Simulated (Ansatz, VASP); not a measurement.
**TiAl2 in VASP and in Ansatz**

File POSCAR:

```
TiAl2
1.0
    1.9795500000     -6.0472000000      0.0000000000
    1.9795500000      6.0472000000      0.0000000000
    0.0000000000      0.0000000000      4.0315000000
Ti Al
2 4
Direct
    0.6490000000      0.3510000000      0.0000000000
    0.3510000000      0.6490000000      0.0000000000
    0.0000000000      0.0000000000      0.0000000000
    0.8240000000      0.1760000000      0.5000000000
    0.1760000000      0.8240000000      0.5000000000
    0.5000000000      0.5000000000      0.5000000000
```

File INCAR.step1:

```
PREC = Accurate
ENCUT = 520
ISMEAR = 0
SIGMA = 0.05
LREAL = False
LASPH = True
NELM = 60
NBANDS = 27
GGA = PE
ALGO = Normal
EDIFF = 1E-4
LWAVE = True
LCHARG = False
```

The input INCAR.step2:

```
PREC = Accurate
ENCUT = 520
EDIFF = 1E-6
ISMEAR = 0
SIGMA = 0.05
LREAL = False
LASPH = True
NELM = 60
ALGO = Normal
ISIF = 2
LWAVE = False
LCHARG = True
METAGGA = R2SCAN
LMIXTAU = True
LELF = True
LVHAR = True
NBANDS = 27
ISTART = 1
```

The input KPOINTS:

```
regular mesh
0
Gamma
  5 5 5
```

Input for Ansatz:

```yaml
crystal:
  lattice:
    - [1.97955, -6.0472, 0.0]
    - [1.97955, 6.0472, 0.0]
    - [0.0, 0.0, 4.0315]
  atoms:
    - { symbol: Ti, position: [0.649, 0.351, 0.0] }
    - { symbol: Ti, position: [0.351, 0.649, 0.0] }
    - { symbol: Al, position: [0.0, 0.0, 0.0] }
    - { symbol: Al, position: [0.824, 0.176, 0.5] }
    - { symbol: Al, position: [0.176, 0.824, 0.5] }
    - { symbol: Al, position: [0.5, 0.5, 0.5] }
basis:
  ecutwfc: 500
kpoints:
  mp_grid: { grid: [5, 5, 5] }
hamiltonian:
  xc: r2scan
scf:
  occupations: { method: gaussian, width: 0.05 }
output:
  forces: true
  stress: true
  eigenvalues: true
```

Alike in both runs: task single point; functional r2SCAN; k mesh 5 × 5 × 5; occupations gaussian, width 0.05 eV; no spin polarisation.

|  | VASP | Ansatz |
| --- | --- | --- |
| version | VASP 6.6.1 | Ansatz 0.2.0 |
| potentials or method | VASP PAW PBE potentials, release 64 (Ti_sv, Al), cutoff 520 eV | scalar-relativistic, plane waves, PAW |
| valence electrons in the cell | 36 | 36 |

|  | VASP | Ansatz | Ansatz less VASP |
| --- | --- | --- | --- |
| gap on the k mesh at the Fermi level (eV) | none | none | - |
| pressure (GPa) | -1.8 | -1.8 | +0.01 |
| traceless stress, the component that is largest in VASP (GPa) | 1.71 | 1.70 | -0.012 |
| rms of the force components (eV/Å) | 0.343 | 0.342 | -0.0018 |

VASP's potentials were made for PBE, not for r2SCAN. Atom by atom the forces differ by 0.002 eV/Å (rms over components). A gap of «none» marks a metal or a gap that the smearing closes. The functional is the same, so the differences come from potentials, cutoffs and numerics.
